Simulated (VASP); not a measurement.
# PtS2 in VASP: relaxation of the atoms with PBE+D3(BJ)

Aim: the relaxation of the atoms of PtS2 with PBE+D3(BJ).

All numbers are computed with VASP 6.6.1; they aren't measurements. Logs are shortened: lines on timing, memory, paths and dates and some standing lists are left out, and cuts for length are marked.

## (1) The cell of the first run

The cell holds a slab with vacuum, 6 atoms: a = 3.541 Å, b = 3.541 Å, c = 22.467 Å, α = 90.00°, β = 90.00°, γ = 120.00°.

## (2) Relaxation of the atoms, PBE+D3(BJ) (layers slid over each other)

INCAR reads:

```
PREC = Accurate ; ENCUT = 520
EDIFF = 1E-6 ; ISMEAR = 0
SIGMA = 0.05 ; LREAL = F
LASPH = T ; NELM = 100
ALGO = Normal ; ISIF = 2
LWAVE = F ; LCHARG = F
LDIPOL = T ; IDIPOL = 3
DIPOL = 0.5 0.5 0.380 ; GGA = PE
IVDW = 12 ; IBRION = 2
NSW = 40 ; EDIFFG = -0.003
```

KPOINTS reads:

```
Automatic mesh
0
Gamma
  9 9 1
```

POSCAR reads:

```
PtS2
1.0
    3.5414384854      0.0000000000      0.0000000000
   -1.7707192427      3.0669756943      0.0000000000
    0.0000000000      0.0000000000     22.4671585948
S Pt
4 2
Selective dynamics
Direct
    0.6666666667      0.3333333333      0.2002923503  F F F
    0.3333333333      0.6666666667      0.3106172705  F F T
    1.0000000000      1.0000000000      0.4484970010  F F T
    0.6666666667      1.3333333333      0.5588251419  F F T
    0.0000000000      0.0000000000      0.2556506251  F F T
    0.3333333333      0.6666666667      0.5034673870  F F T
```

Potentials or basis: VASP PAW PBE potentials, release 64 (S, Pt).

Started as:

```bash
$ cat potpaw_PBE.64/S/POTCAR potpaw_PBE.64/Pt/POTCAR > POTCAR
$ mpirun -np 1 vasp_std > vasp.out
```

OUTCAR:

```text
PREC = Accurate
   ENCUT = 520
   EDIFF = 1E-6
   ISMEAR = 0
   LREAL = F
   LASPH = T
   NELM = 100
   ISIF = 2
   GGA = PE
   IVDW = 12
   IBRION = 2
   NSW = 40
   EDIFFG = -0.003
 IVDW          = 12

 ion  position               nearest neighbor table
   1  0.667  0.333  0.200-   5 2.39   5 2.39   5 2.39
   2  0.333  0.667  0.311-   5 2.39   5 2.39   5 2.39
   3  0.000  0.000  0.448-   6 2.39   6 2.39   6 2.39
   4  0.667  0.333  0.559-   6 2.39   6 2.39   6 2.39
   5  0.000  0.000  0.256-   2 2.39   2 2.39   2 2.39   1 2.39   1 2.39   1 2.39
   6  0.333  0.667  0.503-   3 2.39   3 2.39   3 2.39   4 2.39   4 2.39   4 2.39

  LATTYP: Found a hexagonal cell.
 ALAT       =     3.5414384854
 C/A-ratio  =     6.3440770431

  Lattice vectors:

 A1 = (   3.5414384854,   0.0000000000,   0.0000000000)
 A2 = (  -1.7707192427,   3.0669756943,   0.0000000000)
 A3 = (   0.0000000000,   0.0000000000,  22.4671585948)

Analysis of symmetry for initial positions (statically):
=====================================================================
 Subroutine PRICEL returns:
 Original cell was already a primitive cell.

 Routine SETGRP: Setting up the symmetry group for a
 hexagonal supercell.

 Subroutine GETGRP returns: Found 12 space group operations
 (whereof  6 operations were pure point group operations)
 out of a pool of 24 trial point group operations.

The static configuration has the point symmetry C_3v.
 The point group associated with its full space group is D_3d.

Analysis of symmetry for dynamics (positions and initial velocities):
=====================================================================
 Subroutine PRICEL returns:
 Original cell was already a primitive cell.

 Routine SETGRP: Setting up the symmetry group for a
 hexagonal supercell.

 Subroutine GETGRP returns: Found 12 space group operations
 (whereof  6 operations were pure point group operations)
 out of a pool of 24 trial point group operations.

The dynamic configuration has the point symmetry C_3v.
 The point group associated with its full space group is D_3d.

Analysis of constrained symmetry for selective dynamics:
=====================================================================
 Subroutine PRICEL returns:
 Original cell was already a primitive cell.

 Routine SETGRP: Setting up the symmetry group for a
 hexagonal supercell.

 Subroutine GETGRP returns: Found  6 space group operations
 (whereof  6 operations were pure point group operations)
 out of a pool of 24 trial point group operations.

The constrained configuration has the point symmetry C_3v.

 Subroutine INISYM returns: Found  6 space group operations
 (whereof  6 operations are pure point group operations),
 and found     1 'primitive' translations

----------------------------------------------------------------------------------------

                                     Primitive cell

  volume of cell :     244.0272

  direct lattice vectors                    reciprocal lattice vectors
     3.541438485  0.000000000  0.000000000     0.282371134  0.163027050  0.000000000
    -1.770719243  3.066975694  0.000000000     0.000000000  0.326054100  0.000000000
     0.000000000  0.000000000 22.467158595     0.000000000  0.000000000  0.044509411

  length of vectors
     3.541438485  3.541438485 22.467158595     0.326054100  0.326054100  0.044509411

  position of ions in fractional coordinates (direct lattice)
     0.666666667  0.333333333  0.200292350
     0.333333333  0.666666667  0.310617271
     0.000000000  0.000000000  0.448497001
     0.666666667  0.333333333  0.558825142
     0.000000000  0.000000000  0.255650625
     0.333333333  0.666666667  0.503467387

  ion indices of the primitive-cell ions
   primitive index   ion index
                 1           1
                 2           2
                 3           3
                 4           4
                 5           5
                 6           6

----------------------------------------------------------------------------------------

 KPOINTS: Automatic mesh

Automatic generation of k-mesh.
 Grid dimensions read from file:
 generate k-points for:    9    9    1

 Generating k-lattice:

  Cartesian coordinates                     Fractional coordinates (reciprocal lattice)
     0.031374570  0.018114117  0.000000000     0.111111111 -0.000000000  0.000000000
     0.000000000  0.036228233  0.000000000     0.000000000  0.111111111  0.000000000
     0.000000000  0.000000000  0.044509411     0.000000000  0.000000000  1.000000000

  Length of vectors
     0.036228233  0.036228233  0.044509411

  Shift w.r.t. Gamma in fractional coordinates (k-lattice)
     0.000000000  0.000000000  0.000000000

 Subroutine IBZKPT returns following result:
 ===========================================

 Found     12 irreducible k-points:

 Following reciprocal coordinates:
            Coordinates               Weight
  0.000000  0.000000  0.000000      1.000000
  0.111111  0.000000  0.000000      6.000000
  0.222222  0.000000  0.000000      6.000000
  0.333333  0.000000  0.000000      6.000000
  0.444444  0.000000  0.000000      6.000000
  0.111111  0.111111  0.000000      6.000000
  0.222222  0.111111  0.000000     12.000000
  0.333333  0.111111  0.000000     12.000000
  0.444444  0.111111  0.000000      6.000000
  0.222222  0.222222  0.000000      6.000000
  0.333333  0.222222  0.000000     12.000000
  0.333333  0.333333  0.000000      2.000000
   k-points           NKPTS =     12   k-points in BZ     NKDIM =     12   number of bands    NBANDS=     26
   number of dos      NEDOS =    301   number of ions     NIONS =      6
   total plane-waves  NPLWV = 131712
   dimension x,y,z NGX =    28 NGY =   28 NGZ =  168
   dimension x,y,z NGXF=    56 NGYF=   56 NGZF=  336
   ions per type =               4   2
   NGX,Y,Z   is equivalent  to a cutoff of  13.14, 13.14, 12.43 a.u.
   NGXF,Y,Z  is equivalent  to a cutoff of  26.29, 26.29, 24.86 a.u.
 SYSTEM =  unknown system
   PREC   = accura    normal or accurate (medium, high low for compatibility)
   ISTART =      0    job   : 0-new  1-cont  2-samecut
   ICHARG =      2    charge: 1-file 2-atom 10-const
   ISPIN  =      1    spin polarized calculation?
   LNONCOLLINEAR =      F non collinear calculations
   LSORBIT =      F    spin-orbit coupling
   LASPH  =      T    aspherical Exc in radial PAW
   ENCUT  =  520.0 eV  38.22 Ry    6.18 a.u.   6.58  6.58 41.77*2*pi/ulx,y,z
   NELM   =    100;   NELMIN=  2; NELMDL= -5     # of ELM steps
   EDIFF  = 0.1E-05   stopping-criterion for ELM
   LREAL  =      F    real-space projection
   EDIFFG = -.3E-02   stopping-criterion for IOM
   NSW    =     40    number of steps for IOM
   IBRION =      2    ionic relax: 0-MD 1-quasi-New 2-CG
   NFREE  =      1    steps in history (QN), initial steepest desc. (CG)
   ISIF   =      2    stress and relaxation
   ISYM   =      2    0-nonsym 1-usesym 2-fastsym
   POTIM  = 0.5000    time-step for ionic-motion
   TEBEG  =    0.0;   TEEND  =   0.0 temperature during run
   PSTRESS=    0.0 pullay stress
   NELECT =      44.0000    total number of electrons
   NUPDOWN=      -1.0000    fix difference up-down
   EMIN   =  10.00;   EMAX   =-10.00  energy-range for DOS
   EFERMI =   0.00;   METHOD = LEGACY
   ISMEAR =     0;   SIGMA  =   0.05  broadening in eV -4-tet -1-fermi 0-gaus
   EFERMI_NEDOS =   21; number of points for ismear=-14 and -15
   IALGO  =     38    algorithm
   IMIX   =      4    mixing-type and parameters
     AMIX     =   0.40;   BMIX     =  1.00
     AMIX_MAG =   1.60;   BMIX_MAG =  1.00
  volume/ion in A,a.u.               =      40.67       274.46
  Fermi-wavevector in a.u.,A,eV,Ry     =   0.924868  1.747747 11.638158  0.855380
  Thomas-Fermi vector in A             =   2.050660
   LORBIT       =      0    0 simple, 1 ext, 2 COOP (PROOUT), +10 PAW based schemes
   GGA     = PE    functional components
   LHFCALC =     F    Hartree Fock is set to
   AEXX    =    0.0000 exact exchange contribution
   IVDW    =    12    specifies the selected vdW correction
   LEPSILON=     F    determine dielectric tensor
   LRPA    =     F    only Hartree local field effects (RPA)
 conjugate gradient relaxation of ions
 non-spin polarized calculation
 Gauss-broadening in eV      SIGMA  =   0.05
  energy-cutoff  :      520.00
  volume of cell :      244.03
 maximum number of plane-waves:      6671
 NGX is ok and might be reduce to    28
   NGX = 13   NGY = 13   NGZ = 83

--------------------------------------- Ionic step        1  -------------------------------------------

 number of electron      44.0000001 magnetization

 Free energy of the ion-electron system (eV)
  ---------------------------------------------------
  ext. energy  EPLUGINS =         0.00000000
  ---------------------------------------------------
  free energy    TOTEN  =       -30.87746245 eV

  energy without entropy =      -30.87746245  energy(sigma->0) =      -30.87746245

------------------------ aborting loop because EDIFF is reached ----------------------------------------

 Edisp (eV)   -1.95689

 E8    (eV) :    -0.8109

  FORCE on cell =-STRESS in cart. coord.  units (eV):
  Direction    XX          YY          ZZ          XY          YZ          ZX
  --------------------------------------------------------------------------------------
  -------------------------------------------------------------------------------------
  Total      -0.36921    -0.36921    -0.54105    -0.00000     0.00000     0.00000
  in kB      -2.42406    -2.42406    -3.55232    -0.00000     0.00000     0.00000
  external pressure =       -2.80 kB  Pullay stress =        0.00 kB
[... 109 lines left out ...]
  FREE ENERGIE OF THE ION-ELECTRON SYSTEM (eV)
  ---------------------------------------------------
  free  energy   TOTEN  =       -32.8346033018 eV

  energy  without entropy=      -32.8346033018  energy(sigma->0) =      -32.83460330

[... ionic steps 4 to 28 ...]

--------------------------------------- Ionic step       29  -------------------------------------------

 number of electron      44.0000001 magnetization

------------------------ aborting loop because EDIFF is reached ----------------------------------------

 Edisp (eV)   -1.99976

 E8    (eV) :    -0.8289
[... 73 lines left out ...]
  FREE ENERGIE OF THE ION-ELECTRON SYSTEM (eV)
  ---------------------------------------------------
  free  energy   TOTEN  =       -32.8442501515 eV

  energy  without entropy=      -32.8442501515  energy(sigma->0) =      -32.84425015

 dipolmoment           0.000000      0.000000      0.000017 electrons x Angstroem

--------------------------------------- Ionic step       31  -------------------------------------------

 number of electron      44.0000001 magnetization

 dipolmoment           0.000000      0.000000     -0.000044 electrons x Angstroem

 Free energy of the ion-electron system (eV)
  ---------------------------------------------------
  ext. energy  EPLUGINS =         0.00000000
  ---------------------------------------------------
  free energy    TOTEN  =       -30.84448915 eV

  energy without entropy =      -30.84448915  energy(sigma->0) =      -30.84448915

 E-fermi :  -0.2023     XC(G=0):  -5.3541

 val. band max:       -0.4196687406   @ k =   0.1111   0.0000   0.0000
 cond. band min:       0.8384211811   @ k =   0.2222   0.2222   0.0000
 fundamental gap:      1.2580899217
 Fermi energy:        -0.2023101970

 k-point     1 :       0.0000    0.0000    0.0000
  band No.  band energies     occupation
      1     -14.9871      2.00000
      2     -14.8655      2.00000
      3     -12.8291      2.00000
      4     -12.5750      2.00000
      5      -6.4302      2.00000
      6      -6.4281      2.00000
[... 337 lines left out ...]
     25       1.3148      0.00000
     26       1.6301      0.00000

------------------------ aborting loop because EDIFF is reached ----------------------------------------

 vacuum level on the upper side and lower side of the slab       (xc-potential included)        -0.045        -0.059

 Edisp (eV)   -1.99976

 E8    (eV) :    -0.8289

  FORCE on cell =-STRESS in cart. coord.  units (eV):
  Direction    XX          YY          ZZ          XY          YZ          ZX
  --------------------------------------------------------------------------------------
  -------------------------------------------------------------------------------------
  Total      -0.20615    -0.20615    -0.11213    -0.00000     0.00000     0.00000
  in kB      -1.35346    -1.35346    -0.73619    -0.00000     0.00000     0.00000
  external pressure =       -1.15 kB  Pullay stress =        0.00 kB
[... 21 lines left out ...]
  FREE ENERGIE OF THE ION-ELECTRON SYSTEM (eV)
  ---------------------------------------------------
  free  energy   TOTEN  =       -32.8442504338 eV

  energy  without entropy=      -32.8442504338  energy(sigma->0) =      -32.84425043

 reached required accuracy - stopping structural energy minimisation

 vacuum level on the upper side and lower side of the slab         5.447         5.439
```

It took 25 min on 1 thread of Intel Xeon Platinum 8488C (Sapphire Rapids), shared host; peak memory 0.41 GiB.

Results:

| Property | Result |
| --- | --- |
| Free energy | -32.8443 eV |
| Energy gained by relaxing | 1.6 meV/atom |
| Ionic steps | 31 |
| Band gap on the k mesh | 1.26 eV (least direct gap 1.48 eV) |
| Dispersion energy per atom | -0.333 eV |

The path:
| step | energy change (eV) | largest force on free atoms (eV/Å) | pressure (GPa) |
| --- | --- | --- | --- |
| 1 | 0.0000 | 0.0441 | -0.28 |
| 2 | -0.0002 | 0.0367 | -0.30 |
| 3 | -0.0003 | 0.0750 | -0.31 |
| 4 | -0.0004 | 0.0723 | -0.32 |
| 5 | -0.0007 | 0.0585 | -0.34 |
| 6 | -0.0011 | 0.0551 | -0.38 |
| 7 | -0.0010 | 0.1149 | -0.47 |
| 8 | -0.0012 | 0.0788 | -0.42 |
| 9 | -0.0016 | 0.0570 | -0.41 |
| 10 | -0.0022 | 0.1357 | -0.38 |
| 11 | -0.0017 | 0.3246 | -0.32 |
| 12 | -0.0023 | 0.1854 | -0.36 |
| 13 | -0.0025 | 0.1830 | -0.36 |
| 14 | -0.0029 | 0.1768 | -0.35 |
| 15 | -0.0037 | 0.1648 | -0.34 |
| 16 | -0.0052 | 0.1389 | -0.30 |
| 17 | -0.0075 | 0.0876 | -0.24 |
| 18 | -0.0091 | 0.0828 | -0.10 |
| 19 | -0.0091 | 0.0749 | -0.12 |
| 20 | -0.0096 | 0.0512 | -0.08 |
| 21 | -0.0096 | 0.0487 | -0.08 |
| 22 | -0.0098 | 0.0182 | -0.07 |
| 23 | -0.0098 | 0.0211 | -0.06 |
| 24 | -0.0099 | 0.0103 | -0.09 |
| 25 | -0.0099 | 0.0081 | -0.12 |
| 26 | -0.0099 | 0.0076 | -0.12 |
| 27 | -0.0099 | 0.0060 | -0.11 |
| 28 | -0.0099 | 0.0081 | -0.12 |
| 29 | -0.0099 | 0.0057 | -0.11 |
| 30 | -0.0099 | 0.0048 | -0.12 |
| 31 | -0.0099 | 0.0024 | -0.11 |

Final structure:
```xyz
6
Lattice="3.5414 0.0000 0.0000 -1.7707 3.0670 0.0000 0.0000 0.0000 22.4672" Properties=species:S:1:pos:R:3 pbc="T T T"
S     1.7707    1.0223    4.5000
S     0.0000    2.0446    6.9746
S     0.0000    0.0000    9.8758
S     1.7707    1.0223   12.3495
Pt    0.0000    0.0000    5.7412
Pt    0.0000    2.0446   11.1088
```

Levels at points of the mesh, in eV from the valence-band top:
```tsv
k point	band 19	band 20	band 21	band 22	band 23	band 24	band 25	band 26
(0.00, 0.00, 0.00)	-0.74	-0.64	-0.64	-0.37	2.77	2.77	2.86	2.86
```

Caveat: the cell differs from its parent crystal (layers slid over each other); spin-orbit coupling is left out, which moves the levels of the heavy elements.
